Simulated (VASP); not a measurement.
Write the native input for VASP 6.6.1 that does the following.

```yaml
Task: single point
Functional: PBE
Potentials_or_basis: VASP PAW PBE potentials, release 64 (Hf_pv, H, F)
Cutoff: 520 eV
k_mesh: 12 × 12 × 10
Occupations: gaussian, width 0.1 eV
Spin: no spin polarisation
Dipole_correction: no
k_mesh_for_the_DOS: 18 × 18 × 15
Occupations_for_the_DOS: tetrahedron
Further_INCAR_settings: ALGO = Normal; EDIFF = 1e-06; NBANDS = 24
```

The system is HfHF3.

```
Hf H F
1.0
     3.42396    0.00000    0.00000
     0.00000    3.42396    0.00000
     0.00000    0.00000    3.98408
Hf H F
1 1 3
Direct
  0.50000 0.50000 0.50000
  0.00000 0.00000 0.00000
  0.00000 0.00000 0.50000
  0.00000 0.50000 0.00000
  0.50000 0.00000 0.00000
```

These files were run (other wordings do the same):

POSCAR

```
HfHF3
1.0
    3.4239649577      0.0000000000      0.0000000000
    0.0000000000      3.4239649577      0.0000000000
    0.0000000000      0.0000000000      3.9840822537
Hf H F
1 1 3
Direct
    0.5000000000      0.5000000000      0.5000000000
    0.0000000000      0.0000000000      0.0000000000
    0.0000000000      0.0000000000      0.5000000000
    0.0000000000      0.5000000000      0.0000000000
    0.5000000000      0.0000000000      0.0000000000
```

INCAR.step1

```
SYSTEM = HfHF3
  ALGO = Normal
  EDIFF = 1E-6
  ENCUT = 520
  GGA = PE
  ISIF = 2
  ISMEAR = 0
  LASPH = .True.
  LCHARG = .True.
  LMAXMIX = 4
  LREAL = .False.
  LWAVE = .False.
  NBANDS = 24
  NELM = 60
  PREC = Accurate
  SIGMA = 0.1
```

KPOINTS.step1

```
k-points
0
Gamma
  12 12 10
  0 0 0
```

INCAR.step2

```
SYSTEM = HfHF3
  ALGO = Normal
  EDIFF = 1E-6
  ENCUT = 520
  GGA = PE
  ICHARG = 11
  ISIF = 2
  ISMEAR = -5
  LASPH = .True.
  LCHARG = .False.
  LMAXMIX = 4
  LORBIT = 11
  LREAL = .False.
  LWAVE = .False.
  NBANDS = 24
  NEDOS = 1001
  NELM = 60
  PREC = Accurate
  SIGMA = 0.1
```

KPOINTS.step2

```
k-points
0
Gamma
  18 18 15
  0 0 0
```

Potentials or basis: VASP PAW PBE potentials, release 64 (Hf_pv, H, F).

Run with:

```sh
$ cat potpaw_PBE.64/Hf_pv/POTCAR potpaw_PBE.64/H/POTCAR potpaw_PBE.64/F/POTCAR > POTCAR
$ cp INCAR.step1 INCAR
$ cp KPOINTS.step1 KPOINTS
$ mpirun -np 1 vasp_std > vasp.out
$ cp INCAR.step2 INCAR
$ cp KPOINTS.step2 KPOINTS
$ mpirun -np 1 vasp_std > vasp.out
```

It gave:

```
Valence electrons inside the program's atomic spheres : Hf 7.74; H 0.35; F 6.09, 6.06 (each value once)
```

Run time: 7.6 min on 1 thread of Intel Xeon 8259CL, on a shared host, peak memory 0.52 GiB.
